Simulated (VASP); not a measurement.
AlNi, 2 atoms in the cell. It takes space group Pm-3m (No. 221, cubic). Conventional cell: a = 2.951 Å, b = 2.951 Å, c = 2.951 Å, α = 90.00°, β = 90.00°, γ = 90.00°. Al (site symmetry m-3m) has 8 Ni at 2.56 Å and 6 Al at 2.95 Å within 3.4 Å. Within 3.4 Å of Ni (site symmetry m-3m) lie 8 Al at 2.56 Å and 6 Ni at 2.95 Å. 

| Quantity | Value |
| --- | --- |
| Program | VASP 6.6.1 |
| Task | single point |
| Functional | PBEsol |
| Potentials or basis | VASP PAW PBE potentials, release 64 (Al, Ni) |
| Cutoff | 520 eV |
| k mesh | 10 × 10 × 10 |
| Occupations | fermi-dirac, width 0.05 eV |
| Spin | collinear spin, ferromagnetic start |
| Starting moments | [0.0, 1.5] μB |
| Dipole correction | no |
| Further INCAR settings | ALGO = Normal; EDIFF = 1e-06; NBANDS = 18 |

Potentials or basis: VASP PAW PBE potentials, release 64 (Al, Ni).

The run is started by

```bash
$ cat potpaw_PBE.64/Al/POTCAR potpaw_PBE.64/Ni/POTCAR > POTCAR
$ mpirun -np 1 vasp_std > vasp.out
```

Hardware: 1 thread of Intel(R) Xeon(R) 6975P-C (Granite Rapids) (shared host).

Problem. How long does it take, and how much memory?

Solution. Run time: 15 s on 1 thread of Intel(R) Xeon(R) 6975P-C (Granite Rapids), on a shared host, peak memory 0.17 GiB. Counts: scf iterations 14, k points 56.
